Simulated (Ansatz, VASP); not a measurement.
**Two plane-wave programs on NaH**

```
CELL_PARAMETERS angstrom
0.00000 2.44000 2.44000
2.44000 0.00000 2.44000
2.44000 2.44000 0.00000
ATOMIC_POSITIONS crystal
Na 0.00000 0.00000 0.00000
H 0.50000 0.50000 0.50000
```

Alike in both runs: functional PBE0; k mesh 6 × 6 × 6; occupations fermi-dirac, width 0.05 eV; no spin polarisation.

```csv
,VASP,Ansatz
version,VASP 6.6.1,Ansatz 0.2.0
potentials or method,"VASP PAW PBE potentials, release 64 (Na_pv, H)",Ansatz PAW
plane-wave cutoff (eV),520,420
valence electrons in the cell,8,10
task,single point,band structure
```

```tsv
	VASP	Ansatz	Ansatz less VASP
gap on the k mesh at the Fermi level (eV)	5.52	5.51	-0.007
least direct gap on the mesh (eV)	6.42	6.41	-0.009
pressure (GPa)	-1.0	-1.0	+0.02
```

With one functional, cell and mesh, what is left measures potentials, basis and numerics. VASP's potentials hold 8 valence electrons a cell and Ansatz's 10, so a difference there can come from the potentials and not from the codes.
